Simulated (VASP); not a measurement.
# Ca (Pm-3m) in VASP: notebook

Runs on Ca. Level: PBE. Tasks: single point.

All numbers are computed with VASP 6.6.1; they aren't measurements. Logs are shortened: lines on timing, memory, paths and dates and some standing lists are left out, and cuts for length are marked.

## Step 1: The cell of the first run

It takes space group Pm-3m (No. 221, cubic). The conventional cell has a = 3.546 Å, b = 3.546 Å, c = 3.546 Å, α = 90.00°, β = 90.00°, γ = 90.00°. Ca (site symmetry m-3m) has 6 Ca at 3.55 Å within 4.7 Å.

This isn't the form of Ca at room conditions, which is fcc.

## Step 2: Single point, PBE

INCAR reads:

```
  ALGO = Normal
  EDIFF = 1E-6
  ENCUT = 520
  GGA = PE
  ISIF = 2
  ISMEAR = -1
  LASPH = True
  LCHARG = False
  LREAL = False
  LWAVE = False
  NBANDS = 11
  NELM = 60
  PREC = Accurate
  SIGMA = 0.06122561905347299
```

KPOINTS reads:

```
k-points
0
Gamma
  11 11 11
```

POSCAR reads:

```
Ca
1.0
    3.5457597512      0.0000000000      0.0000000000
    0.0000000000      3.5457597512      0.0000000000
    0.0000000000      0.0000000000      3.5457597512
Ca
1
Direct
    0.0000000000      0.0000000000      0.0000000000
```

Potentials or basis: VASP PAW PBE potentials, release 64 (Ca_sv).

Launch:

```console
> cat potpaw_PBE.64/Ca_sv/POTCAR > POTCAR
> mpirun -np 1 vasp_std > vasp.out
```

OUTCAR:

```text
EDIFF = 1E-6
   ENCUT = 520
   GGA = PE
   ISIF = 2
   ISMEAR = -1
   LASPH = True
   LREAL = False
   NELM = 60
   PREC = Accurate

 ion  position               nearest neighbor table
   1  0.000  0.000  0.000-

  LATTYP: Found a simple cubic cell.
 ALAT       =     3.5457597512

  Lattice vectors:

 A1 = (   3.5457597512,   0.0000000000,   0.0000000000)
 A2 = (   0.0000000000,   3.5457597512,   0.0000000000)
 A3 = (   0.0000000000,   0.0000000000,   3.5457597512)

Analysis of symmetry for initial positions (statically):
=====================================================================
 Subroutine PRICEL returns:
 Original cell was already a primitive cell.

 Routine SETGRP: Setting up the symmetry group for a
 simple cubic supercell.

 Subroutine GETGRP returns: Found 48 space group operations
 (whereof 48 operations were pure point group operations)
 out of a pool of 48 trial point group operations.

The static configuration has the point symmetry O_h .

Analysis of symmetry for dynamics (positions and initial velocities):
=====================================================================
 Subroutine PRICEL returns:
 Original cell was already a primitive cell.

 Routine SETGRP: Setting up the symmetry group for a
 simple cubic supercell.

 Subroutine GETGRP returns: Found 48 space group operations
 (whereof 48 operations were pure point group operations)
 out of a pool of 48 trial point group operations.

The dynamic configuration has the point symmetry O_h .

 Subroutine INISYM returns: Found 48 space group operations
 (whereof 48 operations are pure point group operations),
 and found     1 'primitive' translations

----------------------------------------------------------------------------------------

                                     Primitive cell

  volume of cell :      44.5788

  direct lattice vectors                    reciprocal lattice vectors
     3.545759751  0.000000000  0.000000000     0.282027004  0.000000000  0.000000000
     0.000000000  3.545759751  0.000000000     0.000000000  0.282027004  0.000000000
     0.000000000  0.000000000  3.545759751     0.000000000  0.000000000  0.282027004

  length of vectors
     3.545759751  3.545759751  3.545759751     0.282027004  0.282027004  0.282027004

  position of ions in fractional coordinates (direct lattice)
     0.000000000  0.000000000  0.000000000

  ion indices of the primitive-cell ions
   primitive index   ion index
                 1           1

----------------------------------------------------------------------------------------

 KPOINTS: k-points

Automatic generation of k-mesh.
 Grid dimensions read from file:
 generate k-points for:   11   11   11

 Generating k-lattice:

  Cartesian coordinates                     Fractional coordinates (reciprocal lattice)
     0.025638819  0.000000000  0.000000000     0.090909091  0.000000000  0.000000000
     0.000000000  0.025638819  0.000000000     0.000000000  0.090909091  0.000000000
     0.000000000  0.000000000  0.025638819     0.000000000  0.000000000  0.090909091

  Length of vectors
     0.025638819  0.025638819  0.025638819

  Shift w.r.t. Gamma in fractional coordinates (k-lattice)
     0.000000000  0.000000000  0.000000000

 Subroutine IBZKPT returns following result:
 ===========================================

 Found     56 irreducible k-points:

 Following reciprocal coordinates:
            Coordinates               Weight
  0.000000  0.000000  0.000000      1.000000
  0.090909  0.000000  0.000000      6.000000
  0.181818  0.000000  0.000000      6.000000
  0.272727  0.000000  0.000000      6.000000
  0.363636  0.000000  0.000000      6.000000
  0.454545  0.000000  0.000000      6.000000
[... 16 lines left out ...]
  0.181818  0.090909  0.090909     24.000000
  0.272727  0.090909  0.090909     24.000000
 [... further k-points ...]
   k-points           NKPTS =     56   k-points in BZ     NKDIM =     56   number of bands    NBANDS=     11
   number of dos      NEDOS =    301   number of ions     NIONS =      1
   total plane-waves  NPLWV =  21952
   dimension x,y,z NGX =    28 NGY =   28 NGZ =   28
   dimension x,y,z NGXF=    56 NGYF=   56 NGZF=   56
   ions per type =               1
   NGX,Y,Z   is equivalent  to a cutoff of  13.13, 13.13, 13.13 a.u.
   NGXF,Y,Z  is equivalent  to a cutoff of  26.26, 26.26, 26.26 a.u.
 SYSTEM =  unknown system
   PREC   = accura    normal or accurate (medium, high low for compatibility)
   ISTART =      0    job   : 0-new  1-cont  2-samecut
   ICHARG =      2    charge: 1-file 2-atom 10-const
   ISPIN  =      1    spin polarized calculation?
   LNONCOLLINEAR =      F non collinear calculations
   LSORBIT =      F    spin-orbit coupling
   LASPH  =      T    aspherical Exc in radial PAW
   ENCUT  =  520.0 eV  38.22 Ry    6.18 a.u.   6.59  6.59  6.59*2*pi/ulx,y,z
   NELM   =     60;   NELMIN=  2; NELMDL= -5     # of ELM steps
   EDIFF  = 0.1E-05   stopping-criterion for ELM
   LREAL  =      F    real-space projection
   EDIFFG = 0.1E-04   stopping-criterion for IOM
   NSW    =      0    number of steps for IOM
   IBRION =     -1    ionic relax: 0-MD 1-quasi-New 2-CG
   NFREE  =      0    steps in history (QN), initial steepest desc. (CG)
   ISIF   =      2    stress and relaxation
   ISYM   =      2    0-nonsym 1-usesym 2-fastsym
   POTIM  = 0.5000    time-step for ionic-motion
   TEBEG  =    0.0;   TEEND  =   0.0 temperature during run
   PSTRESS=    0.0 pullay stress
   NELECT =      10.0000    total number of electrons
   NUPDOWN=      -1.0000    fix difference up-down
   EMIN   =  10.00;   EMAX   =-10.00  energy-range for DOS
   EFERMI =   0.00;   METHOD = LEGACY
   ISMEAR =    -1;   SIGMA  =   0.06  broadening in eV -4-tet -1-fermi 0-gaus
   EFERMI_NEDOS =   21; number of points for ismear=-14 and -15
   IALGO  =     38    algorithm
   IMIX   =      4    mixing-type and parameters
     AMIX     =   0.40;   BMIX     =  1.00
     AMIX_MAG =   1.60;   BMIX_MAG =  1.00
  volume/ion in A,a.u.               =      44.58       300.83
  Fermi-wavevector in a.u.,A,eV,Ry     =   0.994715  1.879740 13.462404  0.989459
  Thomas-Fermi vector in A             =   2.126686
   LORBIT       =      0    0 simple, 1 ext, 2 COOP (PROOUT), +10 PAW based schemes
   GGA     = PE    functional components
   LHFCALC =     F    Hartree Fock is set to
   AEXX    =    0.0000 exact exchange contribution
   IVDW    =     0    specifies the selected vdW correction
   LEPSILON=     F    determine dielectric tensor
   LRPA    =     F    only Hartree local field effects (RPA)
 non-spin polarized calculation
  energy-cutoff  :      520.00
  volume of cell :       44.58
 maximum number of plane-waves:      1219
 NGX is ok and might be reduce to    28
   NGX = 13   NGY = 13   NGZ = 13

 number of electron      10.0000000 magnetization

 number of electron       9.9999998 magnetization

 Free energy of the ion-electron system (eV)
  ---------------------------------------------------
  ext. energy  EPLUGINS =         0.00000000
  ---------------------------------------------------
  free energy    TOTEN  =        -1.54113111 eV

  energy without entropy =       -1.52797831  energy(sigma->0) =       -1.53455471

 E-fermi :   1.6499     XC(G=0):  -7.5455

 val. band max:        1.5615162227   @ k =   0.4545   0.4545   0.1818
 cond. band min:       1.7011543320   @ k =   0.4545   0.3636   0.2727
 fundamental gap:      0.1396381094
 Fermi energy:         1.6498861316

 k-point     1 :       0.0000    0.0000    0.0000
  band No.  band energies     occupation
      1     -40.6168      2.00000
      2     -21.5126      2.00000
      3     -21.5126      2.00000
      4     -21.5126      2.00000
      5      -2.1372      2.00000
      6       2.4880      0.00000
      7       2.4880      0.00000
      8       5.6330      0.00000
      9       5.6330      0.00000
     10       5.6330      0.00000
     11      10.0426      0.00000

 k-point     2 :       0.0909    0.0000    0.0000
  band No.  band energies     occupation
      1     -40.6156      2.00000
      2     -21.5280      2.00000
      3     -21.5113      2.00000
      4     -21.5113      2.00000
      5      -2.0234      2.00000
      6       2.5205      0.00000
      7       2.5224      0.00000
      8       5.5082      0.00000
      9       5.5082      0.00000
     10       5.6412      0.00000
     11       9.3022      0.00000

 k-point     3 :       0.1818    0.0000    0.0000
  band No.  band energies     occupation
      1     -40.6122      2.00000
      2     -21.5690      2.00000
      3     -21.5079      2.00000
      4     -21.5079      2.00000
      5      -1.6905      2.00000
      6       2.5636      0.00000
      7       2.6176      0.00000
      8       5.2123      0.00000
      9       5.2123      0.00000
     10       5.6636      0.00000
     11       8.1081      0.00000

 k-point     4 :       0.2727    0.0000    0.0000
  band No.  band energies     occupation
      1     -40.6077      2.00000
      2     -21.6222      2.00000
      3     -21.5033      2.00000
      4     -21.5033      2.00000
      5      -1.1632      2.00000
      6       2.4528      0.00000
      7       2.7493      0.00000
      8       4.8835      0.00000
      9       4.8835      0.00000
     10       5.6931      0.00000
     11       7.2033      0.00000
[... 239 lines left out ...]
 k-point    22 :       0.0909    0.0909    0.0909
  band No.  band energies     occupation
      1     -40.6130      2.00000
      2     -21.5267      2.00000
      3     -21.5246      2.00000
      4     -21.5246      2.00000
      5      -1.7979      2.00000
      6       2.5957      0.00000
      7       2.5957      0.00000
      8       5.3072      0.00000
      9       5.4193      0.00000
     10       5.4193      0.00000
     11       9.5600      0.00000

 k-point    23 :       0.1818    0.0909    0.0909
  band No.  band energies     occupation
      1     -40.6096      2.00000
      2     -21.5661      2.00000
      3     -21.5223      2.00000
      4     -21.5211      2.00000
      5      -1.4695      2.00000
      6       2.6625      0.00000
      7       2.6937      0.00000
      8       5.0139      0.00000
      9       5.0967      0.00000
     10       5.4341      0.00000
     11       8.4609      0.00000

 k-point    24 :       0.2727    0.0909    0.0909
  band No.  band energies     occupation
      1     -40.6052      2.00000
      2     -21.6190      2.00000
      3     -21.5176      2.00000
      4     -21.5164      2.00000
      5      -0.9501      2.00000
      6       2.5671      0.00000
      7       2.8335      0.00000
      8       4.7342      0.00000
      9       4.7393      0.00000
     10       5.4732      0.00000
     11       7.4892      0.00000

 [... further k-points ...]
[... 5 lines left out ...]
  --------------------------------------------------------------------------------------
  -------------------------------------------------------------------------------------
  Total       -0.0572024     -0.0572024     -0.0572024     -0.0000000      0.0000000     -0.0000000
  in kB       -2.0558744     -2.0558744     -2.0558744     -0.0000000      0.0000000     -0.0000000
  external PRESSURE =      -2.0558744 kB  Pullay stress =       0.0000000 kB

 VOLUME and BASIS-vectors are now :
 -----------------------------------------------------------------------------
  energy-cutoff  :      520.00
  volume of cell :       44.58
      direct lattice vectors                 reciprocal lattice vectors
     3.545759751  0.000000000  0.000000000     0.282027004  0.000000000  0.000000000
     0.000000000  3.545759751  0.000000000     0.000000000  0.282027004  0.000000000
     0.000000000  0.000000000  3.545759751     0.000000000  0.000000000  0.282027004

 POSITION                                       TOTAL-FORCE (eV/Angst)
 -----------------------------------------------------------------------------------
      0.00000      0.00000      0.00000         0.000000      0.000000      0.000000
 -----------------------------------------------------------------------------------
    total drift:                               -0.000000     -0.000000     -0.000000

  FREE ENERGIE OF THE ION-ELECTRON SYSTEM (eV)
  ---------------------------------------------------
  free  energy   TOTEN  =        -1.5411311126 eV

  energy  without entropy=       -1.5279783091  energy(sigma->0) =       -1.53455471
```

Wall time 23 s (1 thread of Intel Xeon Platinum 8259CL at 2.50GHz (Skylake/Cascade Lake), shared host); peak memory 0.17 GiB.

What came out:

- Free energy: -1.5411 eV
- Pressure: -0.2 GPa
- Band gap on the k mesh: zero (bands 5 and 6 overlap by 0.93 eV)

(Part 1 of 2 ends here.)
